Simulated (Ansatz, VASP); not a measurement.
**One calculation of Te, two programs**

```
Te
1.0
     4.61808    0.00000    0.00000
    -2.30904    3.99938    0.00000
     0.00000    0.00000    5.90537
Te
3
Cartesian
  1.1715 0.0000 1.9685
  -0.5858 1.0145 3.9369
  1.7233 2.9848 0.0000
```

Alike in both runs: functional r2SCAN; k mesh 12 × 12 × 6; occupations gaussian, width 0.02 eV; no spin polarisation.

Ansatz relaxed the structure, and its values are those at the end. VASP's run is a single point on that final structure, the one shown.

```csv
,VASP,Ansatz
version,VASP 6.6.1,Ansatz 0.2.0
potentials or method,"VASP PAW PBE potentials, release 64 (Te), cutoff 520 eV","scalar-relativistic, plane waves, PAW"
valence electrons in the cell,18,48
```

|  | VASP | Ansatz | Ansatz less VASP |
| --- | --- | --- | --- |
| gap on the k mesh at the Fermi level (eV) | 0.55 | 0.58 | +0.034 |
| least direct gap on the mesh (eV) | 0.56 | 0.59 | +0.034 |
| pressure (GPa) | 0.1 | 0.0 | -0.04 |
| rms of the force components (eV/Å) | 0.018 | 0.001 | -0.0173 |

VASP's potentials were made for PBE, not for r2SCAN. VASP's potentials hold 18 valence electrons a cell and Ansatz's 48, so a difference there can come from the potentials and not from the codes.

Neither program's run includes spin-orbit coupling.
